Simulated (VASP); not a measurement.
Write the native input for VASP 6.6.1 that does the following.

* Task: single point
* Functional: HSE06
* Potentials or basis: VASP PAW PBE potentials, release 64 (C)
* Cutoff: 520 eV
* k mesh: 8 × 8 × 8
* Occupations: fermi-dirac, width 0.05 eV
* Spin: no spin polarisation
* Dipole correction: no
* Grid for exact exchange (PRECFOCK): Normal
* Further INCAR settings: ALGO = Normal; EDIFF = 1e-07; NBANDS = 11
* Screening parameter: 0.2079 1/Å

C:

```xyz
2
Lattice="0.0000 1.7593 1.7593 1.7593 0.0000 1.7593 1.7593 1.7593 0.0000" Properties=species:S:1:pos:R:3 pbc="T T T"
C     2.6389    2.6389    2.6389
C     1.7593    1.7593    1.7593
```

The input as run:

POSCAR

```
C
1.0
    0.0000000000      1.7592674508      1.7592674508
    1.7592674508      0.0000000000      1.7592674508
    1.7592674508      1.7592674508      0.0000000000
C
2
Direct
    0.7500000000      0.7500000000      0.7500000000
    0.5000000000      0.5000000000      0.5000000000
```

INCAR.step1

```
ALGO = Normal
EDIFF = 1E-5
ENCUT = 520
GGA = PE
ISIF = 2
ISMEAR = -1
LASPH = True
LCHARG = False
LREAL = False
LWAVE = True
NBANDS = 11
NELM = 60
PREC = Accurate
SIGMA = 0.05
```

INCAR.step2

```
ALGO = Normal
EDIFF = 1E-7
ENCUT = 520
GGA = PE
HFSCREEN = 0.2079
ISIF = 2
ISMEAR = -1
ISTART = 1
LASPH = True
LCHARG = False
LHFCALC = True
LREAL = False
LWAVE = False
NBANDS = 11
NELM = 60
PREC = Accurate
PRECFOCK = Normal
SIGMA = 0.05
```

KPOINTS

```
k-points
0
Gamma
  8 8 8
```

Potentials or basis: VASP PAW PBE potentials, release 64 (C).

Run with:

```console
$ cat potpaw_PBE.64/C/POTCAR > POTCAR
$ cp INCAR.step1 INCAR
$ mpirun -np 1 vasp_std > vasp.out
$ cp INCAR.step2 INCAR
$ mpirun -np 1 vasp_std > vasp.out
```

Results of the run:

```
Pressure               : 12.3 GPa
Band gap on the k mesh : 5.38 eV, indirect (least direct gap 7.10 eV)
```

Caveat: the PAW data sets were made with another functional, which shifts forces and pressure a little.

Run time: 7.1 min on 1 thread of Intel(R) Xeon(R) Platinum 8375C CPU @ 2.90GHz (Ice Lake) (shared host), peak memory 0.22 GiB.
